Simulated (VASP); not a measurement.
# Ta6N5 (a cell with a defect) in VASP: notebook

Runs on Ta6N5 (a cell with a defect). Level: PBEsol. Tasks: single point.

Everything below comes from runs of VASP 6.6.1. Logs are shortened: lines on timing, memory, paths and dates and some standing lists are left out, and cuts for length are marked.

### Step 1. The cell of the first run

The cell holds a defect, 11 atoms: a = 5.187 Å, b = 5.187 Å, c = 5.810 Å, α = 90.00°, β = 90.00°, γ = 120.00°.

### Step 2. Single point, PBEsol

The input, INCAR:

```
PREC = Accurate
ENCUT = 520
EDIFF = 1E-7
ISMEAR = -1
SIGMA = 0.5
LREAL = False
LASPH = True
NELM = 80
ALGO = Normal
ISIF = 2
LWAVE = False
LCHARG = False
GGA = PS
NBANDS = 56
```

The input, KPOINTS:

```
regular mesh
0
Gamma
  4 4 3
```

The input, POSCAR:

```
Ta6N5
1.0
    5.1873401000     -0.0000000300      0.0000000000
   -2.5936700200      4.4923683200      0.0000000000
    0.0000000000      0.0000000000      5.8095353900
Ta N
6 5
Direct
   -0.0074633414     -0.0157355754     -0.0011544813
    0.3245442709      0.6484350352      0.2437807682
    0.6557837810      0.3190014526      0.2497056826
   -0.0267510247      0.0081322360      0.4994757421
    0.3261345595      0.6493080714      0.7526653521
    0.6557999236      0.3192654559      0.7472048466
    0.3884291068     -0.0166197389     -0.0015990952
    0.5918565723      0.5876924664     -0.0012000960
   -0.0175623918      0.3761330058     -0.0018913733
    0.5372781888     -0.0367808185      0.4976804178
    0.0012144433      0.4297361353      0.4987932434
```

Potentials or basis: VASP PAW PBE potentials, release 64 (Ta_pv, N).

Started as:

```console
$ cat potpaw_PBE.64/Ta_pv/POTCAR potpaw_PBE.64/N/POTCAR > POTCAR
$ mpirun -np 1 vasp_std > vasp.out
```

OUTCAR:

```text
PREC = Accurate
   ENCUT = 520
   EDIFF = 1E-7
   ISMEAR = -1
   LREAL = False
   LASPH = True
   NELM = 80
   ISIF = 2
   GGA = PS

 ion  position               nearest neighbor table
   1  0.993  0.984  0.999-   7 2.06   9 2.06   8 2.07   4 2.91   4 2.91   2 3.31   5 3.31   3 3.32
                             5 3.32   6 3.32   2 3.32   2 3.32   3 3.33   6 3.33   5 3.33   3 3.35
   2  0.325  0.648  0.244-  10 2.06  11 2.10   8 2.12   7 2.14   9 2.16   5 2.85   5 2.96   3 2.97
                             3 3.00   3 3.01   4 3.24   4 3.28   1 3.31   1 3.32   1 3.32   4 3.52
   3  0.656  0.319  0.250-   9 2.14  11 2.15   8 2.15   7 2.16  10 2.17   6 2.89   6 2.92   2 2.97
                             2 3.00   2 3.01   4 3.17   1 3.32   1 3.33   1 3.35   4 3.40   4 3.42
   4  0.973  0.008  0.499-  11 2.12  10 2.15   1 2.91   1 2.91   6 3.17   3 3.17   5 3.24   2 3.24
                             5 3.26   2 3.28   6 3.39   3 3.40   6 3.42   3 3.42   5 3.52   2 3.52
   5  0.326  0.649  0.753-  10 2.06  11 2.10   8 2.12   7 2.14   9 2.17   2 2.85   2 2.96   6 2.96
                             6 3.01   6 3.01   4 3.24   4 3.26   1 3.31   1 3.32   1 3.33   4 3.52
   6  0.656  0.319  0.747-   9 2.14  11 2.14   8 2.16   7 2.16  10 2.18   3 2.89   3 2.92   5 2.96
                             5 3.01   5 3.01   4 3.17   1 3.32   1 3.33   1 3.35   4 3.39   4 3.42
   7  0.388  0.983  0.998-   1 2.06   2 2.14   5 2.14   3 2.16   6 2.16
   8  0.592  0.588  0.999-   1 2.07   2 2.12   5 2.12   3 2.15   6 2.16
   9  0.982  0.376  0.998-   1 2.06   6 2.14   3 2.14   2 2.16   5 2.17
  10  0.537  0.963  0.498-   2 2.06   5 2.06   4 2.15   3 2.17   6 2.18
  11  0.001  0.430  0.499-   2 2.10   5 2.10   4 2.12   6 2.14   3 2.15

  LATTYP: Found a hexagonal cell.
 ALAT       =     5.1873401000
 C/A-ratio  =     1.1199449579

  Lattice vectors:

 A1 = (   5.1873401000,  -0.0000000300,   0.0000000000)
 A2 = (  -2.5936700200,   4.4923683200,   0.0000000000)
 A3 = (   0.0000000000,   0.0000000000,   5.8095353900)

Analysis of symmetry for initial positions (statically):
=====================================================================
 Subroutine PRICEL returns:
 Original cell was already a primitive cell.

 Routine SETGRP: Setting up the symmetry group for a
 hexagonal supercell.

 Subroutine GETGRP returns: Found  1 space group operations
 (whereof  1 operations were pure point group operations)
 out of a pool of 24 trial point group operations.

The static configuration has the point symmetry C_1 .

Analysis of symmetry for dynamics (positions and initial velocities):
=====================================================================
 Subroutine PRICEL returns:
 Original cell was already a primitive cell.

 Routine SETGRP: Setting up the symmetry group for a
 hexagonal supercell.

 Subroutine GETGRP returns: Found  1 space group operations
 (whereof  1 operations were pure point group operations)
 out of a pool of 24 trial point group operations.

The dynamic configuration has the point symmetry C_1 .

 Subroutine INISYM returns: Found  1 space group operations
 (whereof  1 operations are pure point group operations),
 and found     1 'primitive' translations

----------------------------------------------------------------------------------------

                                     Primitive cell

  volume of cell :     135.3822

  direct lattice vectors                    reciprocal lattice vectors
     5.187340100 -0.000000030  0.000000000     0.192777027  0.111299867  0.000000000
    -2.593670020  4.492368320  0.000000000     0.000000001  0.222599736  0.000000000
     0.000000000  0.000000000  5.809535390     0.000000000  0.000000000  0.172130804

  length of vectors
     5.187340100  5.187340098  5.809535390     0.222599736  0.222599736  0.172130804

  position of ions in fractional coordinates (direct lattice)
     0.992536659  0.984264425  0.998845519
     0.324544271  0.648435035  0.243780768
     0.655783781  0.319001453  0.249705683
     0.973248975  0.008132236  0.499475742
     0.326134559  0.649308071  0.752665352
     0.655799924  0.319265456  0.747204847
     0.388429107  0.983380261  0.998400905
     0.591856572  0.587692466  0.998799904
     0.982437608  0.376133006  0.998108627
     0.537278189  0.963219182  0.497680418
     0.001214443  0.429736135  0.498793243

  ion indices of the primitive-cell ions
   primitive index   ion index
                 1           1
                 2           2
                 3           3
                 4           4
                 5           5
                 6           6
                 7           7
                 8           8
                 9           9
                10          10
                11          11

----------------------------------------------------------------------------------------

 KPOINTS: regular mesh

Automatic generation of k-mesh.
 Grid dimensions read from file:
 generate k-points for:    4    4    3

 Generating k-lattice:

  Cartesian coordinates                     Fractional coordinates (reciprocal lattice)
     0.048194257  0.027824967  0.000000000     0.250000000  0.000000000  0.000000000
     0.000000000  0.055649934  0.000000000     0.000000000  0.250000000  0.000000000
     0.000000000  0.000000000  0.057376935     0.000000000  0.000000000  0.333333333

  Length of vectors
     0.055649934  0.055649934  0.057376935

  Shift w.r.t. Gamma in fractional coordinates (k-lattice)
     0.000000000  0.000000000  0.000000000

 Subroutine IBZKPT returns following result:
 ===========================================

 Found     26 irreducible k-points:

 Following reciprocal coordinates:
            Coordinates               Weight
  0.000000  0.000000  0.000000      1.000000
  0.250000 -0.000000  0.000000      2.000000
  0.000000  0.250000  0.000000      2.000000
 -0.250000  0.250000  0.000000      2.000000
  0.500000 -0.000000  0.000000      1.000000
  0.000000  0.500000  0.000000      1.000000
[... 16 lines left out ...]
  0.500000  0.250000  0.333333      2.000000
 -0.250000 -0.250000  0.333333      2.000000
 [... further k-points ...]
   k-points           NKPTS =     26   k-points in BZ     NKDIM =     26   number of bands    NBANDS=     56
   number of dos      NEDOS =    301   number of ions     NIONS =     11
   total plane-waves  NPLWV =  76800
   dimension x,y,z NGX =    40 NGY =   40 NGZ =   48
   dimension x,y,z NGXF=    80 NGYF=   80 NGZF=   96
   ions per type =               6   5
   NGX,Y,Z   is equivalent  to a cutoff of  12.82, 12.82, 13.74 a.u.
   NGXF,Y,Z  is equivalent  to a cutoff of  25.64, 25.64, 27.47 a.u.
 SYSTEM =  unknown system
   PREC   = accura    normal or accurate (medium, high low for compatibility)
   ISTART =      0    job   : 0-new  1-cont  2-samecut
   ICHARG =      2    charge: 1-file 2-atom 10-const
   ISPIN  =      1    spin polarized calculation?
   LNONCOLLINEAR =      F non collinear calculations
   LSORBIT =      F    spin-orbit coupling
   LASPH  =      T    aspherical Exc in radial PAW
   ENCUT  =  520.0 eV  38.22 Ry    6.18 a.u.   9.65  9.65 10.80*2*pi/ulx,y,z
   NELM   =     80;   NELMIN=  2; NELMDL= -5     # of ELM steps
   EDIFF  = 0.1E-06   stopping-criterion for ELM
   LREAL  =      F    real-space projection
   EDIFFG = 0.1E-05   stopping-criterion for IOM
   NSW    =      0    number of steps for IOM
   IBRION =     -1    ionic relax: 0-MD 1-quasi-New 2-CG
   NFREE  =      0    steps in history (QN), initial steepest desc. (CG)
   ISIF   =      2    stress and relaxation
   ISYM   =      2    0-nonsym 1-usesym 2-fastsym
   POTIM  = 0.5000    time-step for ionic-motion
   TEBEG  =    0.0;   TEEND  =   0.0 temperature during run
   PSTRESS=    0.0 pullay stress
   NELECT =      91.0000    total number of electrons
   NUPDOWN=      -1.0000    fix difference up-down
   EMIN   =  10.00;   EMAX   =-10.00  energy-range for DOS
   EFERMI =   0.00;   METHOD = LEGACY
   ISMEAR =    -1;   SIGMA  =   0.50  broadening in eV -4-tet -1-fermi 0-gaus
   EFERMI_NEDOS =   21; number of points for ismear=-14 and -15
   IALGO  =     38    algorithm
   IMIX   =      4    mixing-type and parameters
     AMIX     =   0.40;   BMIX     =  1.00
     AMIX_MAG =   1.60;   BMIX_MAG =  1.00
  volume/ion in A,a.u.               =      12.31        83.05
  Fermi-wavevector in a.u.,A,eV,Ry     =   1.434063  2.709986 27.980868  2.056536
  Thomas-Fermi vector in A             =   2.553512
   LORBIT       =      0    0 simple, 1 ext, 2 COOP (PROOUT), +10 PAW based schemes
   GGA     = PS    functional components
   LHFCALC =     F    Hartree Fock is set to
   AEXX    =    0.0000 exact exchange contribution
   IVDW    =     0    specifies the selected vdW correction
   LEPSILON=     F    determine dielectric tensor
   LRPA    =     F    only Hartree local field effects (RPA)
 non-spin polarized calculation
  energy-cutoff  :      520.00
  volume of cell :      135.38
 maximum number of plane-waves:      3693
 NGX is ok and might be reduce to    40
   NGX = 19   NGY = 19   NGZ = 21

 number of electron      91.0000000 magnetization

 Free energy of the ion-electron system (eV)
  ---------------------------------------------------
  ext. energy  EPLUGINS =         0.00000000
  ---------------------------------------------------
  free energy    TOTEN  =      -130.83641666 eV

  energy without entropy =     -127.27974568  energy(sigma->0) =     -129.05808117

 E-fermi :   7.3111     XC(G=0): -12.9105

 val. band max:        7.2605058317   @ k =   0.0000   0.5000   0.3333
 cond. band min:       7.3134288310   @ k =   0.0000   0.5000   0.0000
 fundamental gap:      0.0529229992
 Fermi energy:         7.3110572500

 k-point     1 :       0.0000    0.0000    0.0000
  band No.  band energies     occupation
      1     -28.6281      2.00000
      2     -28.4053      2.00000
      3     -28.3347      2.00000
      4     -28.1807      2.00000
      5     -28.1698      2.00000
      6     -28.0884      2.00000
[... 48 lines left out ...]
     55      10.1704      0.00655
     56      10.5730      0.00293

 k-point     2 :       0.2500   -0.0000    0.0000
  band No.  band energies     occupation
      1     -28.6168      2.00000
      2     -28.4411      2.00000
      3     -28.3283      2.00000
      4     -28.2128      2.00000
      5     -28.1575      2.00000
      6     -28.0853      2.00000
[... 48 lines left out ...]
     55      10.1166      0.00729
     56      10.5693      0.00295

 k-point     3 :       0.0000    0.2500    0.0000
  band No.  band energies     occupation
      1     -28.6169      2.00000
      2     -28.4458      2.00000
      3     -28.3225      2.00000
      4     -28.2117      2.00000
      5     -28.1601      2.00000
      6     -28.0836      2.00000
[... 1172 lines left out ...]
 k-point    23 :       0.5000    0.2500    0.3333
  band No.  band energies     occupation
      1     -28.3975      2.00000
      2     -28.3471      2.00000
      3     -28.2774      2.00000
      4     -28.2395      2.00000
      5     -28.1092      2.00000
      6     -28.0622      2.00000
[... 48 lines left out ...]
     55      10.2652      0.00542
     56      10.4558      0.00370

 k-point    24 :      -0.2500   -0.2500    0.3333
  band No.  band energies     occupation
      1     -28.4109      2.00000
      2     -28.3361      2.00000
      3     -28.2324      2.00000
      4     -28.2103      2.00000
      5     -28.1634      2.00000
      6     -28.0715      2.00000
[... 48 lines left out ...]
     55      10.2374      0.00573
     56      10.4502      0.00375

 [... further k-points ...]

------------------------ aborting loop because EDIFF is reached ----------------------------------------

  FORCE on cell =-STRESS in cart. coord.  units (eV):
  Direction    XX          YY          ZZ          XY          YZ          ZX
  --------------------------------------------------------------------------------------
  -------------------------------------------------------------------------------------
  Total       -5.1186408     -1.5370866      5.6717594      2.6983179      0.0112848      0.0267056
  in kB      -60.5764420    -18.1906172     67.1223109     31.9331832      0.1335503      0.3160467
  external PRESSURE =      -3.8815828 kB  Pullay stress =       0.0000000 kB

 VOLUME and BASIS-vectors are now :
 -----------------------------------------------------------------------------
  energy-cutoff  :      520.00
  volume of cell :      135.38
      direct lattice vectors                 reciprocal lattice vectors
     5.187340100 -0.000000030  0.000000000     0.192777027  0.111299867  0.000000000
    -2.593670020  4.492368320  0.000000000     0.000000001  0.222599736  0.000000000
     0.000000000  0.000000000  5.809535390     0.000000000  0.000000000  0.172130804

 POSITION                                       TOTAL-FORCE (eV/Angst)
 -----------------------------------------------------------------------------------
      2.59577      4.42168      5.80283         0.013545     -0.092310     -0.010190
      0.00169      2.91301      1.41625         0.389815     -0.114582      0.018037
      2.57439      1.43307      1.45067         0.191876     -0.017728      0.062449
      5.02748      0.03653      2.90172        -0.489216     -0.391442     -0.055019
      0.00768      2.91693      4.37264         0.350247     -0.129831     -0.005019
      2.57379      1.43426      4.34091         0.178606     -0.029439     -0.077123
     -0.53565      4.41771      5.80025         0.075359     -0.077385      0.005337
      1.54588      2.64013      5.80256         0.155791     -0.159668     -0.008547
      4.12067      1.68973      5.79855         0.147066      0.087953      0.013256
      0.28877      4.32714      2.89129        -1.276320      0.966721      0.058644
     -1.10829      1.93053      2.89776         0.263233     -0.042289     -0.001825
 -----------------------------------------------------------------------------------
    total drift:                                0.000050     -0.000161     -0.000270

  FREE ENERGIE OF THE ION-ELECTRON SYSTEM (eV)
  ---------------------------------------------------
  free  energy   TOTEN  =      -130.8364166601 eV

  energy  without entropy=     -127.2797456831  energy(sigma->0) =     -129.05808117
```

Run time: 8.1 min. Hardware: 1 thread of Intel Xeon Platinum 8375C at 2.90GHz (Ice Lake), shared host; peak memory 0.34 GiB.

What came out:

```
Free energy            : -130.8364 eV
Pressure               : -0.4 GPa
Largest force          : 1.602 eV/Å
Band gap on the k mesh : zero (an odd number of electrons rules out a gap without spin polarisation)
```

Forces in eV/Å, atoms in the order of the input:
```
Ta   0.014 -0.092 -0.010
Ta   0.390 -0.115  0.018
Ta   0.192 -0.018  0.062
Ta  -0.489 -0.391 -0.055
Ta   0.350 -0.130 -0.005
Ta   0.179 -0.029 -0.077
N    0.075 -0.077  0.005
N    0.156 -0.160 -0.009
N    0.147  0.088  0.013
N   -1.276  0.967  0.059
N    0.263 -0.042 -0.002
```

Levels at points of the mesh, in eV from the Fermi level:
```csv
k point,band 41,band 42,band 43,band 44,band 45,band 46,band 47,band 48,band 49,band 50
"(0.00, 0.00, 0.00)",-2.55,-2.33,-1.57,-1.16,-0.20,0.60,0.87,0.98,1.28,1.54
"(0.50, 0.00, 0.00)",-2.69,-2.00,-1.38,-1.07,-0.90,-0.22,0.69,1.03,1.65,1.68
"(0.00, 0.50, 0.00)",-2.16,-1.77,-1.53,-1.03,-0.78,0.00,0.42,0.69,1.35,1.73
"(0.50, 0.50, 0.00)",-2.71,-2.41,-1.59,-1.00,-0.51,0.34,0.60,1.47,1.53,2.08
```

Caveat: the k points lie up to 0.36 Å⁻¹ apart, too coarse for converged energies and pressures of a metal; so wide a smearing shifts energies and pressures; the PAW data sets were made with another functional, which shifts forces and pressure a little; spin-orbit coupling is left out, which moves the levels of the heavy elements; an odd number of electrons without spin polarisation forces a metal; a magnetic or distorted state may lie lower.

### Step 3. Single point, PBEsol

The input, INCAR:

```
PREC = Accurate
ENCUT = 520
EDIFF = 1E-6
ISMEAR = -1
SIGMA = 0.5
LREAL = F
LASPH = T
NELM = 100
ALGO = Normal
ISIF = 2
LWAVE = F
LCHARG = F
GGA = PS
NBANDS = 56
```

The input, KPOINTS:

```
Automatic mesh
0
Gamma
  4 4 3
```

The input, POSCAR:

```
Ta6N5
1.0
    5.1873401000     -0.0000000300      0.0000000000
   -2.5936700200      4.4923683200      0.0000000000
    0.0000000000      0.0000000000      5.8095353900
Ta N
6 5
Direct
   -0.0041901091     -0.0175475372     -0.0019669387
    0.2995146967      0.6485403247      0.2438721696
    0.6415214798      0.3130575944      0.2466990738
    0.0399670707      0.0359447378      0.5000843966
    0.3060465134      0.6516188791      0.7520339763
    0.6430439294      0.3153036257      0.7522424267
    0.3903652361     -0.0175136994     -0.0011512108
    0.5923324011      0.5931323587      0.0003148272
   -0.0305247009      0.3582649250     -0.0020357910
    0.6057770232     -0.1420707156      0.4935453195
   -0.0182273089      0.4229920310      0.4998265446
```

Potentials or basis: VASP PAW PBE potentials, release 64 (Ta_pv, N).

Started as:

```console
$ cat potpaw_PBE.64/Ta_pv/POTCAR potpaw_PBE.64/N/POTCAR > POTCAR
$ mpirun -np 1 vasp_std > vasp.out
```

Run time: 4.2 min. Hardware: 1 thread of Intel Xeon Platinum 8375C at 2.90GHz (Ice Lake), shared host; peak memory 0.34 GiB.

Results (log left out):

```yaml
Free_energy: -129.2353 eV
Pressure: 4.5 GPa
Largest_force: 0.093 eV/Å
Band_gap_on_the_k_mesh: zero (an odd number of electrons rules out a gap without spin polarisation)
```

Forces in eV/Å, atoms in the order of the input:
```
Ta   0.009 -0.005 -0.002
Ta  -0.022 -0.010  0.018
Ta  -0.042  0.007  0.050
Ta   0.087  0.015  0.028
Ta  -0.009 -0.007  0.003
Ta  -0.034  0.011 -0.051
N    0.009  0.006 -0.001
N    0.002 -0.018  0.002
N   -0.022 -0.008 -0.009
N    0.010  0.022 -0.036
N    0.012 -0.013 -0.002
```

Stress tensor (GPa, compression positive):
```
 1.55  5.24  0.47
 5.24  0.08  0.57
 0.47  0.57 11.98
```

Levels at points of the mesh, in eV from the Fermi level:
```
           k point  band 43  band 44  band 45  band 46  band 47  band 48
(0.00, 0.00, 0.00)    -1.39    -0.78     0.25     0.43     0.90     1.08
(0.50, 0.00, 0.00)    -1.55    -1.16    -0.19    -0.02     0.20     0.86
(0.00, 0.50, 0.00)    -1.21    -0.95    -0.76     0.11     0.55     1.16
(0.50, 0.50, 0.00)    -1.61    -0.49    -0.44     0.22     0.50     1.13
```

Caveat: the k points lie up to 0.36 Å⁻¹ apart, too coarse for converged energies and pressures of a metal; so wide a smearing shifts energies and pressures; the PAW data sets were made with another functional, which shifts forces and pressure a little; spin-orbit coupling is left out, which moves the levels of the heavy elements; an odd number of electrons without spin polarisation forces a metal; a magnetic or distorted state may lie lower.

[end of part 1 of 2]

The gap in the log of VASP goes by the Fermi energy; the results here count the filled bands.